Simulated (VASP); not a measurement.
**HfN: single point with r2SCAN**

HfN:

```
Hf N
1.0
     3.19047    0.00000    0.00000
     1.59523    2.76302    0.00000
     1.59523    0.92101    2.60500
Hf N
1 1
Direct
  0.00000 0.00000 0.00000
  0.50000 0.50000 0.50000
```

```yaml
Program: VASP 6.6.1
Task: single point
Functional: r2SCAN
Potentials_or_basis: VASP PAW PBE potentials, release 64 (Hf_pv, N)
Cutoff: 520 eV
k_mesh: 7 × 7 × 7
Occupations: fermi-dirac, width 0.2 eV
Spin: no spin polarisation
```

| Property | Result |
| --- | --- |
| Pressure | 0.4 GPa |

Levels at points of the mesh, in eV from the Fermi level:
```
           k point  band 5  band 6  band 7  band 8  band 9  band 10  band 11  band 12
(0.00, 0.00, 0.00)   -3.53   -3.53   -3.53   -0.43   -0.43    -0.43     1.93     1.93
```

It took 24 s on 1 thread of Intel(R) Xeon(R) Platinum 8488C (Sapphire Rapids), on a shared host, peak memory 0.14 GiB.

Caveat: the PAW data sets were made with another functional, which shifts forces and pressure a little; spin-orbit coupling is left out, which moves the levels of the heavy elements.
